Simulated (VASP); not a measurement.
# ZrB (Fm-3m) in VASP: a series of runs, part 2 of 2

VASP 6.6.1. Earlier steps stand in the parts before.

### Step 5. Single point, LDA

This run uses another cell than the first one, of 13.07 Å³/atom, 1.040 times its volume.

INCAR

```
SYSTEM = ZrB
PREC     = Accurate       ! precision mode
ENCUT    = 520            ! plane-wave cutoff, eV
EDIFF    = 1E-7           ! SCF threshold, eV
ISMEAR   = -1             ! smearing method
SIGMA    = 0.05           ! smearing width, eV
LREAL    = .False.        ! projectors in reciprocal space
LASPH    = .True.         ! aspherical terms in the spheres
NELM     = 100            ! most SCF steps
ALGO     = Normal         ! electronic algorithm
ISIF     = 2              ! what is computed and relaxed
LWAVE    = .False.        ! write WAVECAR
LCHARG   = .False.        ! write CHGCAR
GGA      = CA             ! functional
NBANDS   = 14             ! bands
```

KPOINTS

```
Automatic mesh
0
Gamma
  10 10 10
  0 0 0
```

POSCAR

```
ZrB
1.0
    0.0000000000      2.3555956139      2.3555956139
    2.3555956139      0.0000000000      2.3555956139
    2.3555956139      2.3555956139      0.0000000000
Zr B
1 1
Direct
    0.0000000000      0.0000000000      0.0000000000
    0.5000000000      0.5000000000      0.5000000000
```

Potentials or basis: VASP PAW LDA potentials, release 64 (Zr_sv, B).

Launch:

```
$ cat potpaw_LDA.64/Zr_sv/POTCAR potpaw_LDA.64/B/POTCAR > POTCAR
$ mpirun -np 1 vasp_std > vasp.out
```

OUTCAR:

```text
SYSTEM = ZrB
   PREC = Accurate
   ENCUT = 520
   EDIFF = 1E-7
   ISMEAR = -1
   LREAL = .False.
   LASPH = .True.
   NELM = 100
   ISIF = 2
   GGA = CA

 ion  position               nearest neighbor table
   1  0.000  0.000  0.000-   2 2.36   2 2.36   2 2.36   2 2.36   2 2.36   2 2.36
   2  0.500  0.500  0.500-   1 2.36   1 2.36   1 2.36   1 2.36   1 2.36   1 2.36

  LATTYP: Found a face centered cubic cell.
 ALAT       =     4.7111912278

  Lattice vectors:

[... 585 lines left out ...]
      8       9.8053      0.00000
      9      10.5911      0.00000
     10      13.8829      0.00000
     11      15.3764      0.00000
     12      15.6304      0.00000
     13      19.7119      0.00000
     14      22.0577      0.00000

 [... further k-points ...]
[... 5 lines left out ...]
  --------------------------------------------------------------------------------------
  -------------------------------------------------------------------------------------
  Total        2.5556751      2.5556751      2.5556751      0.0000000      0.0000000      0.0000000
  in kB      156.6332690    156.6332690    156.6332690      0.0000000      0.0000000      0.0000000
  external PRESSURE =     156.6332690 kB  Pullay stress =       0.0000000 kB

 VOLUME and BASIS-vectors are now :
 -----------------------------------------------------------------------------
  energy-cutoff  :      520.00
  volume of cell :       26.14
      direct lattice vectors                 reciprocal lattice vectors
     0.000000000  2.355595614  2.355595614    -0.212260541  0.212260541  0.212260541
     2.355595614  0.000000000  2.355595614     0.212260541 -0.212260541  0.212260541
     2.355595614  2.355595614  0.000000000     0.212260541  0.212260541 -0.212260541

 POSITION                                       TOTAL-FORCE (eV/Angst)
 -----------------------------------------------------------------------------------
      0.00000      0.00000      0.00000        -0.000000     -0.000000     -0.000000
      2.35560      2.35560      2.35560         0.000000      0.000000      0.000000
 -----------------------------------------------------------------------------------
    total drift:                               -0.000000      0.000000      0.000000

  FREE ENERGIE OF THE ION-ELECTRON SYSTEM (eV)
  ---------------------------------------------------
  free  energy   TOTEN  =       -17.4258195173 eV

  energy  without entropy=      -17.4165474414  energy(sigma->0) =      -17.42118348
```

OSZICAR:

```text
N       E                     dE             d eps       ncg     rms          rms(c)
DAV:   1     0.947583882009E+02    0.94758E+02   -0.78858E+03  1316   0.104E+03
DAV:   2    -0.154411124776E+02   -0.11020E+03   -0.10443E+03  1634   0.282E+02
DAV:   3    -0.192019737003E+02   -0.37609E+01   -0.37352E+01  1934   0.448E+01
DAV:   4    -0.192589102702E+02   -0.56937E-01   -0.56903E-01  1574   0.544E+00
DAV:   5    -0.192603142225E+02   -0.14040E-02   -0.14039E-02  1988   0.560E-01    0.216E+01
DAV:   6    -0.174432762202E+02    0.18170E+01   -0.26376E+00  1546   0.144E+01    0.794E+00
DAV:   7    -0.174274695499E+02    0.15807E-01   -0.24941E-01  1854   0.352E+00    0.365E+00
DAV:   8    -0.174264354736E+02    0.10341E-02   -0.31715E-02  1620   0.142E+00    0.467E-01
DAV:   9    -0.174257720713E+02    0.66340E-03   -0.28260E-03  1580   0.328E-01    0.167E-01
DAV:  10    -0.174258224896E+02   -0.50418E-04   -0.32758E-04  1520   0.201E-01    0.346E-02
DAV:  11    -0.174258201528E+02    0.23368E-05   -0.12544E-05  1654   0.323E-02    0.491E-03
DAV:  12    -0.174258195362E+02    0.61669E-06   -0.46727E-07  1570   0.762E-03    0.961E-04
DAV:  13    -0.174258195173E+02    0.18863E-07   -0.34069E-08   904   0.199E-03
   1 F= -.17425820E+02 E0= -.17421183E+02  d E =-.927208E-02
```

stdout:

```text
POSCAR found type information on POSCAR ZrB
 POSCAR found :  2 types and       2 ions
 scaLAPACK will be used
 LDA part: xc-table for (Slater(with rela. corr.)+CA(PZ))
 , standard interpolation
 POSCAR, INCAR and KPOINTS ok, starting setup
 FFT: planning ... GRIDC
 FFT: planning ... GRID_SOFT
 FFT: planning ... GRID
 WAVECAR not read
 entering main loop
```

Wall time 41 s (1 thread of AMD EPYC 7R13, shared host); peak memory 0.12 GiB.

What came out:

| Item | Value |
| --- | --- |
| Free energy | -17.4258 eV |
| Pressure | 15.7 GPa |

### Step 6. Single point, LDA

This run uses another cell than the first one, of 13.32 Å³/atom, 1.060 times its volume.

INCAR

```
  PREC = Accurate
  ENCUT = 520
  EDIFF = 1E-7
  ISMEAR = -1
  SIGMA = 0.05
  LREAL = False
  LASPH = True
  NELM = 80
  ALGO = Normal
  ISIF = 2
  LWAVE = False
  LCHARG = True
  LELF = True
  LVHAR = True
  NBANDS = 14
```

KPOINTS

```
Automatic mesh
0
Gamma
  10 10 10
```

POSCAR

```
ZrB
1.0
    0.0000000000      2.3705998121      2.3705998121
    2.3705998121      0.0000000000      2.3705998121
    2.3705998121      2.3705998121      0.0000000000
Zr B
1 1
Direct
    0.0000000000      0.0000000000      0.0000000000
    0.5000000000      0.5000000000      0.5000000000
```

Potentials or basis: VASP PAW LDA potentials, release 64 (Zr_sv, B).

Launch:

```
$ cat potpaw_LDA.64/Zr_sv/POTCAR potpaw_LDA.64/B/POTCAR > POTCAR
$ mpirun -np 1 vasp_std > vasp.out
```

OUTCAR:

```text
PREC = Accurate
   ENCUT = 520
   EDIFF = 1E-7
   ISMEAR = -1
   LREAL = False
   LASPH = True
   NELM = 80
   ISIF = 2

 ion  position               nearest neighbor table
   1  0.000  0.000  0.000-   2 2.37   2 2.37   2 2.37   2 2.37   2 2.37   2 2.37
   2  0.500  0.500  0.500-   1 2.37   1 2.37   1 2.37   1 2.37   1 2.37   1 2.37

  LATTYP: Found a face centered cubic cell.
 ALAT       =     4.7411996242

  Lattice vectors:

 A1 = (   0.0000000000,   2.3705998121,   2.3705998121)
 A2 = (   2.3705998121,   0.0000000000,   2.3705998121)
 A3 = (   2.3705998121,   2.3705998121,   0.0000000000)

Analysis of symmetry for initial positions (statically):
=====================================================================
 Subroutine PRICEL returns:
 Original cell was already a primitive cell.

 Routine SETGRP: Setting up the symmetry group for a
 face centered cubic supercell.

 Subroutine GETGRP returns: Found 48 space group operations
 (whereof 48 operations were pure point group operations)
 out of a pool of 48 trial point group operations.

The static configuration has the point symmetry O_h .

Analysis of symmetry for dynamics (positions and initial velocities):
=====================================================================
 Subroutine PRICEL returns:
 Original cell was already a primitive cell.

 Routine SETGRP: Setting up the symmetry group for a
 face centered cubic supercell.

 Subroutine GETGRP returns: Found 48 space group operations
 (whereof 48 operations were pure point group operations)
 out of a pool of 48 trial point group operations.

The dynamic configuration has the point symmetry O_h .

 Subroutine INISYM returns: Found 48 space group operations
 (whereof 48 operations are pure point group operations),
 and found     1 'primitive' translations

----------------------------------------------------------------------------------------

                                     Primitive cell

  volume of cell :      26.6443

  direct lattice vectors                    reciprocal lattice vectors
     0.000000000  2.370599812  2.370599812    -0.210917084  0.210917084  0.210917084
     2.370599812  0.000000000  2.370599812     0.210917084 -0.210917084  0.210917084
     2.370599812  2.370599812  0.000000000     0.210917084  0.210917084 -0.210917084

  length of vectors
     3.352534405  3.352534405  3.352534405     0.365319106  0.365319106  0.365319106

  position of ions in fractional coordinates (direct lattice)
     0.000000000  0.000000000  0.000000000
     0.500000000  0.500000000  0.500000000

  ion indices of the primitive-cell ions
   primitive index   ion index
                 1           1
                 2           2

----------------------------------------------------------------------------------------

 KPOINTS: Automatic mesh

Automatic generation of k-mesh.
 Grid dimensions read from file:
 generate k-points for:   10   10   10

 Generating k-lattice:

  Cartesian coordinates                     Fractional coordinates (reciprocal lattice)
    -0.021091708  0.021091708  0.021091708     0.100000000  0.000000000  0.000000000
     0.021091708 -0.021091708  0.021091708     0.000000000  0.100000000  0.000000000
     0.021091708  0.021091708 -0.021091708     0.000000000  0.000000000  0.100000000

  Length of vectors
     0.036531911  0.036531911  0.036531911

  Shift w.r.t. Gamma in fractional coordinates (k-lattice)
     0.000000000  0.000000000  0.000000000

 Subroutine IBZKPT returns following result:
 ===========================================

 Found     47 irreducible k-points:

 Following reciprocal coordinates:
            Coordinates               Weight
  0.000000  0.000000  0.000000      1.000000
  0.100000  0.000000  0.000000      8.000000
  0.200000  0.000000  0.000000      8.000000
  0.300000  0.000000  0.000000      8.000000
  0.400000  0.000000  0.000000      8.000000
  0.500000  0.000000  0.000000      4.000000
[... 16 lines left out ...]
  0.300000  0.300000  0.000000      6.000000
  0.400000  0.300000  0.000000     24.000000
 [... further k-points ...]
   k-points           NKPTS =     47   k-points in BZ     NKDIM =     47   number of bands    NBANDS=     14
   number of dos      NEDOS =    301   number of ions     NIONS =      2
   total plane-waves  NPLWV =  21952
   dimension x,y,z NGX =    28 NGY =   28 NGZ =   28
   dimension x,y,z NGXF=    56 NGYF=   56 NGZF=   56
   ions per type =               1   1
   NGX,Y,Z   is equivalent  to a cutoff of  13.88, 13.88, 13.88 a.u.
   NGXF,Y,Z  is equivalent  to a cutoff of  27.77, 27.77, 27.77 a.u.
 SYSTEM =  unknown system
   PREC   = accura    normal or accurate (medium, high low for compatibility)
   ISTART =      0    job   : 0-new  1-cont  2-samecut
   ICHARG =      2    charge: 1-file 2-atom 10-const
   ISPIN  =      1    spin polarized calculation?
   LNONCOLLINEAR =      F non collinear calculations
   LSORBIT =      F    spin-orbit coupling
   LASPH  =      T    aspherical Exc in radial PAW
   ENCUT  =  520.0 eV  38.22 Ry    6.18 a.u.   6.23  6.23  6.23*2*pi/ulx,y,z
   NELM   =     80;   NELMIN=  2; NELMDL= -5     # of ELM steps
   EDIFF  = 0.1E-06   stopping-criterion for ELM
   LREAL  =      F    real-space projection
   EDIFFG = 0.1E-05   stopping-criterion for IOM
   NSW    =      0    number of steps for IOM
   IBRION =     -1    ionic relax: 0-MD 1-quasi-New 2-CG
   NFREE  =      0    steps in history (QN), initial steepest desc. (CG)
   ISIF   =      2    stress and relaxation
   ISYM   =      2    0-nonsym 1-usesym 2-fastsym
   POTIM  = 0.5000    time-step for ionic-motion
   TEBEG  =    0.0;   TEEND  =   0.0 temperature during run
   PSTRESS=    0.0 pullay stress
   NELECT =      15.0000    total number of electrons
   NUPDOWN=      -1.0000    fix difference up-down
   EMIN   =  10.00;   EMAX   =-10.00  energy-range for DOS
   EFERMI =   0.00;   METHOD = LEGACY
   ISMEAR =    -1;   SIGMA  =   0.05  broadening in eV -4-tet -1-fermi 0-gaus
   EFERMI_NEDOS =   21; number of points for ismear=-14 and -15
   IALGO  =     38    algorithm
   IMIX   =      4    mixing-type and parameters
     AMIX     =   0.40;   BMIX     =  1.00
     AMIX_MAG =   1.60;   BMIX_MAG =  1.00
  volume/ion in A,a.u.               =      13.32        89.90
  Fermi-wavevector in a.u.,A,eV,Ry     =   1.351773  2.554480 24.861782  1.827289
  Thomas-Fermi vector in A             =   2.479167
   LORBIT       =      0    0 simple, 1 ext, 2 COOP (PROOUT), +10 PAW based schemes
   GGA     = CA    functional components
   LHFCALC =     F    Hartree Fock is set to
   AEXX    =    0.0000 exact exchange contribution
   IVDW    =     0    specifies the selected vdW correction
   LEPSILON=     F    determine dielectric tensor
   LRPA    =     F    only Hartree local field effects (RPA)
 non-spin polarized calculation
  energy-cutoff  :      520.00
  volume of cell :       26.64
 maximum number of plane-waves:       728
 NGX is ok and might be reduce to    28
   NGX = 13   NGY = 13   NGZ = 13

 number of electron      15.0000000 magnetization

 Free energy of the ion-electron system (eV)
  ---------------------------------------------------
  ext. energy  EPLUGINS =         0.00000000
  ---------------------------------------------------
  free energy    TOTEN  =       -17.46842123 eV

  energy without entropy =      -17.45869236  energy(sigma->0) =      -17.46355680

 E-fermi :   8.3002     XC(G=0): -12.1167

 val. band max:        8.2691674977   @ k =   0.3000   0.2000   0.1000
 cond. band min:       8.3064527831   @ k =   0.5000   0.3000   0.1000
 fundamental gap:      0.0372852854
 Fermi energy:         8.3001628809

 k-point     1 :       0.0000    0.0000    0.0000
  band No.  band energies     occupation
      1     -38.4380      2.00000
      2     -16.3663      2.00000
      3     -16.3663      2.00000
      4     -16.3663      2.00000
      5       0.1885      2.00000
      6      10.1278      0.00000
      7      10.1278      0.00000
      8      10.1278      0.00000
      9      11.7946      0.00000
     10      11.7946      0.00000
     11      11.9713      0.00000
     12      11.9713      0.00000
     13      11.9713      0.00000
     14      19.3335      0.00000
[... 375 lines left out ...]
 k-point    24 :       0.4000    0.3000    0.0000
  band No.  band energies     occupation
      1     -38.3360      2.00000
      2     -16.9504      2.00000
      3     -16.6020      2.00000
      4     -16.5772      2.00000
      5       2.3720      2.00000
      6       6.6489      2.00000
      7       7.6254      2.00000
      8       9.5798      0.00000
      9      10.3520      0.00000
     10      13.5741      0.00000
     11      15.0335      0.00000
     12      15.2869      0.00000
     13      19.2678      0.00000
     14      21.5606      0.00000

 [... further k-points ...]
[... 5 lines left out ...]
  --------------------------------------------------------------------------------------
  -------------------------------------------------------------------------------------
  Total        1.8858397      1.8858397      1.8858397     -0.0000000      0.0000000     -0.0000000
  in kB      113.3993683    113.3993683    113.3993683     -0.0000000      0.0000000     -0.0000000
  external PRESSURE =     113.3993683 kB  Pullay stress =       0.0000000 kB

 VOLUME and BASIS-vectors are now :
 -----------------------------------------------------------------------------
  energy-cutoff  :      520.00
  volume of cell :       26.64
      direct lattice vectors                 reciprocal lattice vectors
     0.000000000  2.370599812  2.370599812    -0.210917084  0.210917084  0.210917084
     2.370599812  0.000000000  2.370599812     0.210917084 -0.210917084  0.210917084
     2.370599812  2.370599812  0.000000000     0.210917084  0.210917084 -0.210917084

 POSITION                                       TOTAL-FORCE (eV/Angst)
 -----------------------------------------------------------------------------------
      0.00000      0.00000      0.00000         0.000000      0.000000      0.000000
      2.37060      2.37060      2.37060        -0.000000      0.000000     -0.000000
 -----------------------------------------------------------------------------------
    total drift:                               -0.000000      0.000000      0.000000

  FREE ENERGIE OF THE ION-ELECTRON SYSTEM (eV)
  ---------------------------------------------------
  free  energy   TOTEN  =       -17.4684212322 eV

  energy  without entropy=      -17.4586923608  energy(sigma->0) =      -17.46355680
```

OSZICAR:

```text
N       E                     dE             d eps       ncg     rms          rms(c)
DAV:   1     0.949016788528E+02    0.94902E+02   -0.78635E+03  1316   0.103E+03
DAV:   2    -0.155491219678E+02   -0.11045E+03   -0.10556E+03  1598   0.286E+02
DAV:   3    -0.192666744222E+02   -0.37176E+01   -0.36862E+01  2044   0.440E+01
DAV:   4    -0.193190964140E+02   -0.52422E-01   -0.52376E-01  1506   0.496E+00
DAV:   5    -0.193198288397E+02   -0.73243E-03   -0.73241E-03  2024   0.440E-01    0.208E+01
DAV:   6    -0.174858106536E+02    0.18340E+01   -0.26802E+00  1562   0.144E+01    0.754E+00
DAV:   7    -0.174708545703E+02    0.14956E-01   -0.25073E-01  1832   0.350E+00    0.352E+00
DAV:   8    -0.174691092135E+02    0.17454E-02   -0.32724E-02  1638   0.142E+00    0.441E-01
DAV:   9    -0.174683785714E+02    0.73064E-03   -0.31015E-03  1556   0.340E-01    0.164E-01
DAV:  10    -0.174684247729E+02   -0.46201E-04   -0.35306E-04  1550   0.207E-01    0.365E-02
DAV:  11    -0.174684218747E+02    0.28982E-05   -0.14184E-05  1648   0.337E-02    0.493E-03
DAV:  12    -0.174684212514E+02    0.62325E-06   -0.53711E-07  1608   0.817E-03    0.107E-03
DAV:  13    -0.174684212322E+02    0.19211E-07   -0.37393E-08   952   0.204E-03
   1 F= -.17468421E+02 E0= -.17463557E+02  d E =-.972887E-02
```

Run time: 41 s. Hardware: 1 thread of AMD EPYC 7R13, shared host; peak memory 0.12 GiB.

What came out:

* Free energy: -17.4684 eV
* Pressure: 11.3 GPa

### Step 7. Overview

```tsv
level	potentials or basis	spin	cell	k mesh	smearing	grid for exact exchange (PRECFOCK)	gap on the mesh (eV)	pressure (GPa)
PBE	VASP PAW PBE potentials, release 64 (Zr_sv, B)	non-collinear, zero start, SOC	a = 3.288 Å, angles 60.0°, 2 atoms	10 × 10 × 10	fermi-dirac 0.05 eV	-	-	34.7
PBE0+D3(BJ)	VASP PAW PBE potentials, release 64 (Zr_sv, B)	off	a = 3.288 Å, angles 60.0°, 2 atoms	5 × 5 × 5	methfessel-paxton 0.1 eV	Normal	none	28.0
PBE	VASP PAW PBE potentials, release 64 (Zr_sv, B)	off	a = 3.310 Å, angles 60.0°, 2 atoms	10 × 10 × 10	fermi-dirac 0.05 eV	-	none	29.3
LDA	VASP PAW LDA potentials, release 64 (Zr_sv, B)	off	a = 3.331 Å, angles 60.0°, 2 atoms	10 × 10 × 10	fermi-dirac 0.05 eV	-	none	15.7
LDA	VASP PAW LDA potentials, release 64 (Zr_sv, B)	off	a = 3.353 Å, angles 60.0°, 2 atoms	10 × 10 × 10	fermi-dirac 0.05 eV	-	none	11.3
```

Alike in all rows: task single point; cutoff (eV) 520.

Caveats: some runs use coarse meshes; three body term missing (some runs); the PAW data sets were made with another functional, which shifts forces and pressure a little (some runs); pairwise dispersion overbinds metals, which lowers pressure and volume (some runs).

Absolute energies hang on the potentials; compare differences alone.
